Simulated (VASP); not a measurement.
Rh: single point with LDA

Rh:

```
Rh
1.0
     2.72255    0.00000    0.00000
    -1.36128    2.35780    0.00000
     0.00000    0.00000    4.38370
Rh
2
Direct
  0.66667 0.33333 0.75000
  0.33333 0.66667 0.25000
```

```
Program                : VASP 6.6.1
Task                   : single point
Functional             : LDA
Potentials or basis    : VASP PAW LDA potentials, release 64 (Rh_pv)
Cutoff                 : 520 eV
k mesh                 : 21 × 21 × 12
Occupations            : gaussian, width 0.15 eV
Spin                   : collinear spin, ferromagnetic start
Starting moments       : [0.25, 0.25] μB
Fixed moment           : 0.5 μB
Dipole correction      : no
Further INCAR settings : ALGO = Normal; EDIFF = 1e-06; NBANDS = 26
```

| Property | Result |
| --- | --- |
| Pressure | -14.6 GPa |
| Net moment | 0.50 μB per cell |
| Site moments | Rh +0.25 μB |
| Valence electrons inside the program's atomic spheres | Rh 13.74 |

Stress tensor (GPa, compression positive):
```
-14.59   0.00   0.00
  0.00 -14.59   0.00
  0.00   0.00 -14.70
```

It took 2.3 min on 1 thread of Intel(R) Xeon(R) 6975P-C (Granite Rapids), on a shared host, peak memory 0.39 GiB.

Caveat: the total moment is fixed, so each spin has its own Fermi level.
